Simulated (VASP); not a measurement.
Input of a VASP 6.6.1 run:

The input POSCAR:

```
KBr
1.0
    0.0000000000      3.6882992884      3.6882992884
    3.6882992884      0.0000000000      3.6882992884
    3.6882992884      3.6882992884      0.0000000000
K Br
1 1
Direct
    0.0000000000      0.0000000000      0.0000000000
    0.2500000000      0.2500000000      0.2500000000
```

The input INCAR.step1:

```
PREC = Accurate ; ENCUT = 520
EDIFF = 1E-5 ; ISMEAR = 0
SIGMA = 0.01 ; LREAL = F
LASPH = T ; NELM = 100
ALGO = Normal ; ISIF = 2
LWAVE = T ; NBANDS = 15
GGA = PE
```

INCAR.step2

```
PREC = Accurate ; ENCUT = 520
EDIFF = 1E-7 ; ISMEAR = 0
SIGMA = 0.01 ; LREAL = F
LASPH = T ; NELM = 100
ALGO = Normal ; ISIF = 2
LWAVE = F ; LCHARG = T
GGA = PE ; LHFCALC = T
HFSCREEN = 0.2079 ; PRECFOCK = Normal
LELF = T ; LVHAR = T
NBANDS = 15 ; ISTART = 1
```

KPOINTS

```
Automatic mesh
0
Gamma
  4 4 4
```

Potentials or basis: VASP PAW PBE potentials, release 64 (K_sv, Br).

Command:

```bash
$ cat potpaw_PBE.64/K_sv/POTCAR potpaw_PBE.64/Br/POTCAR > POTCAR
$ cp INCAR.step1 INCAR
$ mpirun -np 1 vasp_std > vasp.out
$ cp INCAR.step2 INCAR
$ mpirun -np 1 vasp_std > vasp.out
```

**Question.** What does it give for the pressure?

**Answer.** 0.2 GPa.

**Question.** What does it give for the band gap on the k mesh?

**Answer.** 5.39 eV, indirect (least direct gap 5.40 eV).

Caveat: the PAW data sets were made with another functional, which shifts forces and pressure a little. A k mesh can miss the band edges.
